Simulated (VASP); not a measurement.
# Tm3F (I4/mmm) in VASP: notebook, part 2 of 2

VASP 6.6.1. Earlier steps stand in the parts before.

### 3 Single point, PBE

This run uses another cell than the first one, of 21.72 Å³/atom.

Contents of INCAR:

```
SYSTEM = Tm3F
ALGO     = All            ! electronic algorithm
EDIFF    = 1E-6           ! SCF threshold, eV
ENCUT    = 800            ! plane-wave cutoff, eV
GGA      = PE             ! functional
GGA_COMPAT= .False.      
ISEARCH  = 1            
ISIF     = 2              ! what is computed and relaxed
ISMEAR   = 0              ! smearing method
KPAR     = 4            
LASPH    = .True.         ! aspherical terms in the spheres
LCHARG   = .False.        ! write CHGCAR
LMAXMIX  = 6              ! l up to which the mixer works
LREAL    = .False.        ! projectors in reciprocal space
LWAVE    = .False.        ! write WAVECAR
NBANDS   = 46             ! bands
NELM     = 300            ! most SCF steps
PREC     = Accurate       ! precision mode
SIGMA    = 0.1            ! smearing width, eV
```

Contents of KPOINTS:

```
k-points
0
Gamma
  6 6 6
  0 0 0
```

Contents of POSCAR:

```
Tm3F
1.0
   -2.2074585400      2.2074585400      4.4572306500
    2.2074585400     -2.2074585400      4.4572306500
    2.2074585400      2.2074585400     -4.4572306500
Tm F
3 1
Direct
    0.7500000000      0.2500000000      0.5000000000
    0.2500000000      0.7500000000      0.5000000000
    0.5000000000      0.5000000000      0.0000000000
    0.0000000000      0.0000000000      0.0000000000
```

Potentials or basis: VASP PAW PBE potentials, release 64 (Tm, F).

Launch:

```console
> cat potpaw_PBE.64/Tm/POTCAR potpaw_PBE.64/F/POTCAR > POTCAR
> mpirun -np 4 vasp_std > vasp.out
```

OUTCAR:

```text
SYSTEM = Tm3F
   EDIFF = 1E-6
   ENCUT = 800
   GGA = PE
   ISIF = 2
   ISMEAR = 0
   LASPH = .True.
   LREAL = .False.
   NELM = 300
   PREC = Accurate

 ion  position               nearest neighbor table
   1  0.750  0.250  0.500-   2 3.12   2 3.12   2 3.12   2 3.12   3 3.14   3 3.14   3 3.14   3 3.14

   2  0.250  0.750  0.500-   1 3.12   1 3.12   1 3.12   1 3.12   3 3.14   3 3.14   3 3.14   3 3.14

   3  0.500  0.500  0.000-   2 3.14   1 3.14   1 3.14   2 3.14   1 3.14   2 3.14   2 3.14   1 3.14

   4  0.000  0.000  0.000-

  LATTYP: Found a body centered tetragonal cell.
 ALAT       =     4.4149170800
 C/A-ratio  =     2.0191684551

  Lattice vectors:

 A1 = (  -2.2074585400,   2.2074585400,   4.4572306500)
 A2 = (   2.2074585400,  -2.2074585400,   4.4572306500)
 A3 = (   2.2074585400,   2.2074585400,  -4.4572306500)

Analysis of symmetry for initial positions (statically):
=====================================================================
 Subroutine PRICEL returns:
 Original cell was already a primitive cell.

 Routine SETGRP: Setting up the symmetry group for a
 body centered tetragonal supercell.

 Subroutine GETGRP returns: Found 16 space group operations
 (whereof 16 operations were pure point group operations)
 out of a pool of 16 trial point group operations.

The static configuration has the point symmetry D_4h.

Analysis of symmetry for dynamics (positions and initial velocities):
=====================================================================
 Subroutine PRICEL returns:
 Original cell was already a primitive cell.

 Routine SETGRP: Setting up the symmetry group for a
 body centered tetragonal supercell.

 Subroutine GETGRP returns: Found 16 space group operations
 (whereof 16 operations were pure point group operations)
 out of a pool of 16 trial point group operations.

The dynamic configuration has the point symmetry D_4h.

 Subroutine INISYM returns: Found 16 space group operations
 (whereof 16 operations are pure point group operations),
 and found     1 'primitive' translations

----------------------------------------------------------------------------------------

                                     Primitive cell

  volume of cell :      86.8781

  direct lattice vectors                    reciprocal lattice vectors
    -2.207458540  2.207458540  4.457230650     0.000000000  0.226504820  0.112177278
     2.207458540 -2.207458540  4.457230650     0.226504820  0.000000000  0.112177278
     2.207458540  2.207458540 -4.457230650     0.226504820  0.226504820  0.000000000

  length of vectors
     5.441750773  5.441750773  5.441750773     0.252761103  0.252761103  0.320326189

  position of ions in fractional coordinates (direct lattice)
     0.750000000  0.250000000  0.500000000
     0.250000000  0.750000000  0.500000000
     0.500000000  0.500000000  0.000000000
     0.000000000  0.000000000  0.000000000

  ion indices of the primitive-cell ions
   primitive index   ion index
                 1           1
                 2           2
                 3           3
                 4           4

----------------------------------------------------------------------------------------

 KPOINTS: k-points

Automatic generation of k-mesh.
 Grid dimensions read from file:
 generate k-points for:    6    6    6

 Generating k-lattice:

  Cartesian coordinates                     Fractional coordinates (reciprocal lattice)
     0.000000000  0.037750803  0.018696213     0.166666667  0.000000000 -0.000000000
     0.037750803  0.000000000  0.018696213     0.000000000  0.166666667 -0.000000000
     0.037750803  0.037750803  0.000000000     0.000000000  0.000000000  0.166666667

  Length of vectors
     0.042126851  0.042126851  0.053387698

  Shift w.r.t. Gamma in fractional coordinates (k-lattice)
     0.000000000  0.000000000  0.000000000

 Subroutine IBZKPT returns following result:
 ===========================================

 Found     30 irreducible k-points:

 Following reciprocal coordinates:
            Coordinates               Weight
  0.000000  0.000000  0.000000      1.000000
  0.166667 -0.000000  0.000000      8.000000
  0.333333 -0.000000  0.000000      8.000000
  0.500000 -0.000000  0.000000      4.000000
  0.166667  0.166667  0.000000      8.000000
  0.333333  0.166667  0.000000     16.000000
[... 16 lines left out ...]
 -0.333333 -0.333333  0.166667      8.000000
 -0.166667 -0.333333  0.166667      8.000000
 [... further k-points ...]
   k-points           NKPTS =     30   k-points in BZ     NKDIM =     30   number of bands    NBANDS=     46
   number of dos      NEDOS =    301   number of ions     NIONS =      4
   total plane-waves  NPLWV = 125000
   dimension x,y,z NGX =    50 NGY =   50 NGZ =   50
   dimension x,y,z NGXF=   100 NGYF=  100 NGZF=  100
   ions per type =               3   1
   NGX,Y,Z   is equivalent  to a cutoff of  15.28, 15.28, 15.28 a.u.
   NGXF,Y,Z  is equivalent  to a cutoff of  30.55, 30.55, 30.55 a.u.
 SYSTEM =  Tm3F
   PREC   = accura    normal or accurate (medium, high low for compatibility)
   ISTART =      0    job   : 0-new  1-cont  2-samecut
   ICHARG =      2    charge: 1-file 2-atom 10-const
   ISPIN  =      1    spin polarized calculation?
   LNONCOLLINEAR =      F non collinear calculations
   LSORBIT =      F    spin-orbit coupling
   LASPH  =      T    aspherical Exc in radial PAW
   ENCUT  =  800.0 eV  58.80 Ry    7.67 a.u.  12.55 12.55 12.55*2*pi/ulx,y,z
   NELM   =    300;   NELMIN=  2; NELMDL= -5     # of ELM steps
   EDIFF  = 0.1E-05   stopping-criterion for ELM
   LREAL  =      F    real-space projection
   EDIFFG = 0.1E-04   stopping-criterion for IOM
   NSW    =      0    number of steps for IOM
   IBRION =     -1    ionic relax: 0-MD 1-quasi-New 2-CG
   NFREE  =      0    steps in history (QN), initial steepest desc. (CG)
   ISIF   =      2    stress and relaxation
   ISYM   =      2    0-nonsym 1-usesym 2-fastsym
   POTIM  = 0.5000    time-step for ionic-motion
   TEBEG  =    0.0;   TEEND  =   0.0 temperature during run
   PSTRESS=    0.0 pullay stress
   NELECT =      76.0000    total number of electrons
   NUPDOWN=      -1.0000    fix difference up-down
   EMIN   =  10.00;   EMAX   =-10.00  energy-range for DOS
   EFERMI =   0.00;   METHOD = LEGACY
   ISMEAR =     0;   SIGMA  =   0.10  broadening in eV -4-tet -1-fermi 0-gaus
   EFERMI_NEDOS =   21; number of points for ismear=-14 and -15
   IALGO  =     58    algorithm
   IMIX   =      4    mixing-type and parameters
     AMIX     =   0.40;   BMIX     =  1.00
     AMIX_MAG =   1.60;   BMIX_MAG =  1.00
  volume/ion in A,a.u.               =      21.72       146.57
  Fermi-wavevector in a.u.,A,eV,Ry     =   1.565703  2.958749 33.353660  2.451425
  Thomas-Fermi vector in A             =   2.668140
   LORBIT       =      0    0 simple, 1 ext, 2 COOP (PROOUT), +10 PAW based schemes
   GGA     = PE    functional components
   LHFCALC =     F    Hartree Fock is set to
   AEXX    =    0.0000 exact exchange contribution
   IVDW    =     0    specifies the selected vdW correction
   LEPSILON=     F    determine dielectric tensor
   LRPA    =     F    only Hartree local field effects (RPA)
 non-spin polarized calculation
 Gauss-broadening in eV      SIGMA  =   0.10
  energy-cutoff  :      800.00
  volume of cell :       86.88
 maximum number of plane-waves:      4490
   NGX = 25   NGY = 25   NGZ = 25

 number of electron      76.0000013 magnetization

 Free energy of the ion-electron system (eV)
  ---------------------------------------------------
  ext. energy  EPLUGINS =         0.00000000
  ---------------------------------------------------
  free energy    TOTEN  =       -13.98148111 eV

  energy without entropy =      -13.77781979  energy(sigma->0) =      -13.87965045

 E-fermi :   2.9750     XC(G=0): -10.8271

 val. band max:        2.9657770353   @ k =  -0.3333   0.5000   0.3333
 cond. band min:       2.9858887248   @ k =  -0.1667   0.1667   0.0000
 fundamental gap:      0.0201116895
 Fermi energy:         2.9750445939

 k-point     1 :       0.0000    0.0000    0.0000
  band No.  band energies     occupation
      1     -46.9135      2.00000
      2     -46.7419      2.00000
      3     -46.7250      2.00000
      4     -20.8969      2.00000
      5     -20.7222      2.00000
      6     -20.6468      2.00000
[... 1165 lines left out ...]
     45       6.6122      0.00000
     46       7.1384      0.00000

 [... further k-points ...]

------------------------ aborting loop because EDIFF is reached ----------------------------------------

  FORCE on cell =-STRESS in cart. coord.  units (eV):
  Direction    XX          YY          ZZ          XY          YZ          ZX
  --------------------------------------------------------------------------------------
  -------------------------------------------------------------------------------------
  Total        4.1118459      4.1118459      6.4334086      0.0000000     -0.0000000      0.0000000
  in kB       75.8293273     75.8293273    118.6428327      0.0000000     -0.0000000      0.0000000
  external PRESSURE =      90.1004958 kB  Pullay stress =       0.0000000 kB

 VOLUME and BASIS-vectors are now :
 -----------------------------------------------------------------------------
  energy-cutoff  :      800.00
  volume of cell :       86.88
      direct lattice vectors                 reciprocal lattice vectors
    -2.207458540  2.207458540  4.457230650     0.000000000  0.226504820  0.112177278
     2.207458540 -2.207458540  4.457230650     0.226504820  0.000000000  0.112177278
     2.207458540  2.207458540 -4.457230650     0.226504820  0.226504820  0.000000000

 POSITION                                       TOTAL-FORCE (eV/Angst)
 -----------------------------------------------------------------------------------
      0.00000      2.20746      2.22862        -0.000000     -0.000000     -0.000000
      2.20746      0.00000      2.22862        -0.000000      0.000000     -0.000000
      0.00000      0.00000      4.45723         0.000000     -0.000000      0.000000
      0.00000      0.00000      0.00000         0.000000     -0.000000      0.000000
 -----------------------------------------------------------------------------------
    total drift:                               -0.000000      0.000000     -0.000000

  FREE ENERGIE OF THE ION-ELECTRON SYSTEM (eV)
  ---------------------------------------------------
  free  energy   TOTEN  =       -13.9814811050 eV

  energy  without entropy=      -13.7778251523  energy(sigma->0) =      -13.87965313
```

Wall time 20 min (4 MPI ranks of Intel Xeon Platinum 8259CL at 2.50GHz (Skylake/Cascade Lake), shared host); peak memory 0.67 GiB.

What came out:

```yaml
Free_energy: -13.9815 eV
Pressure: 9.0 GPa
Band_gap_on_the_k_mesh: zero (bands 38 and 39 overlap by 0.06 eV)
```

Caveat: the cell stands under pressure; spin-orbit coupling is left out, which moves the levels of the heavy elements; the run has no spin polarisation, though such a crystal can be magnetic; semilocal functionals describe open f shells poorly, which spoils levels, moments and volumes.

The gap in the log of VASP goes by the Fermi energy; the results here count the filled bands.